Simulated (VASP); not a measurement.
Set up this calculation in VASP 6.6.1, as the native input.

* Task: single point
* Functional: r2SCAN
* Potentials or basis: VASP PAW PBE potentials, release 64 (Si, Sb)
* Cutoff: 520 eV
* k mesh: 8 × 8 × 6
* Occupations: gaussian, width 0.1 eV
* Spin: no spin polarisation
* Dipole correction: no
* Further INCAR settings: ALGO = Normal; EDIFF = 1e-07; NBANDS = 23

Crystal: SiSb2.

```
CELL_PARAMETERS angstrom
3.92705 0.00000 0.00000
0.00000 3.92705 0.00000
0.00000 0.00000 10.87656
ATOMIC_POSITIONS crystal
Si 0.00000 0.00000 0.00000
Si 0.50000 0.50000 0.50000
Sb 0.00000 0.50000 0.15506
Sb 0.00000 0.50000 0.65506
Sb 0.50000 0.00000 0.34494
Sb 0.50000 0.00000 0.84494
```

These files were run (other wordings do the same):

POSCAR

```
SiSb2
1.0
    3.9270504818      0.0000000000      0.0000000000
    0.0000000000      3.9270504818      0.0000000000
    0.0000000000      0.0000000000     10.8765648995
Si Sb
2 4
Direct
    0.0000000000      0.0000000000      0.0000000000
    0.5000000000      0.5000000000      0.5000000000
    0.0000000000      0.5000000000      0.1550601010
    0.0000000000      0.5000000000      0.6550601010
    0.5000000000      0.0000000000      0.3449398990
    0.5000000000      0.0000000000      0.8449398990
```

INCAR.step1

```
SYSTEM = SiSb2
PREC = Accurate ; ENCUT = 520
ISMEAR = 0 ; SIGMA = 0.1
LREAL = .FALSE. ; LASPH = .TRUE.
NELM = 60 ; NBANDS = 23
GGA = PE ; ALGO = Normal
EDIFF = 1E-4 ; LWAVE = .TRUE.
LCHARG = .FALSE.
```

INCAR.step2

```
SYSTEM = SiSb2
PREC = Accurate ; ENCUT = 520
EDIFF = 1E-7 ; ISMEAR = 0
SIGMA = 0.1 ; LREAL = .FALSE.
LASPH = .TRUE. ; NELM = 60
ALGO = Normal ; ISIF = 2
LWAVE = .FALSE. ; LCHARG = .FALSE.
METAGGA = R2SCAN ; LMIXTAU = .TRUE.
NBANDS = 23 ; ISTART = 1
```

KPOINTS

```
regular mesh
0
G
  8 8 6
  0 0 0
```

Potentials or basis: VASP PAW PBE potentials, release 64 (Si, Sb).

Command:

```console
$ cat potpaw_PBE.64/Si/POTCAR potpaw_PBE.64/Sb/POTCAR > POTCAR
$ cp INCAR.step1 INCAR
$ mpirun -np 1 vasp_std > vasp.out
$ cp INCAR.step2 INCAR
$ mpirun -np 1 vasp_std > vasp.out
```

Results of the run:

```yaml
Pressure: 0.2 GPa
Largest_force: 0.050 eV/Å
Band_gap_on_the_k_mesh: zero (bands 14 and 15 overlap by 2.76 eV)
```

Caveat: the PAW data sets were made with another functional, which shifts forces and pressure a little; spin-orbit coupling is left out, which moves the levels of the heavy elements.

Wall time 19 min on 1 thread of Intel Xeon 8259CL, on a shared host, peak memory 0.42 GiB.
